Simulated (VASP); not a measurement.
A run of VASP 6.6.1 is set up as follows.

Contents of INCAR:

```
SYSTEM = SiC
ALGO = Normal
EDIFF = 1E-8
ENCUT = 520
GGA = PE
ISIF = 2
ISMEAR = -1
LASPH = .TRUE.
LCHARG = .FALSE.
LEFG = .TRUE.
LREAL = .FALSE.
LWAVE = .FALSE.
NBANDS = 16
NELM = 60
PREC = Accurate
SIGMA = 0.08
```

The input KPOINTS:

```
k-points
0
G
  15 15 8
  0 0 0
```

POSCAR

```
SiC
1.0
    3.0657105101      0.0000000000      0.0000000000
   -1.5328552551      2.6549831825      0.0000000000
    0.0000000000      0.0000000000      5.0311169308
Si C
2 2
Direct
    0.3333333333      0.6666666667      0.0000000000
    0.6666666667      0.3333333333      0.5000000000
    0.3333333333      0.6666666667      0.3850000000
    0.6666666667      0.3333333333      0.8850000000
```

Potentials or basis: VASP PAW PBE potentials, release 64 (Si, C).

Run with:

```sh
$ cat potpaw_PBE.64/Si/POTCAR potpaw_PBE.64/C/POTCAR > POTCAR
$ mpirun -np 1 vasp_std > vasp.out
```

Task: Estimate the band gap on the k mesh.

Result: 2.30 eV, indirect (least direct gap 4.11 eV).

Task: Estimate the pressure.

Result: 6.0 GPa.

Forces in eV/Å, atoms in the order of the input:
```
Si   0.000  0.000  0.769
Si   0.000  0.000  0.769
C    0.000  0.000 -0.769
C    0.000  0.000 -0.769
```

Caveat: without QUAD_EFG the Cq values of the log hold for a quadrupole moment of 1 mb, not for the nuclei. A k mesh can miss the band edges.
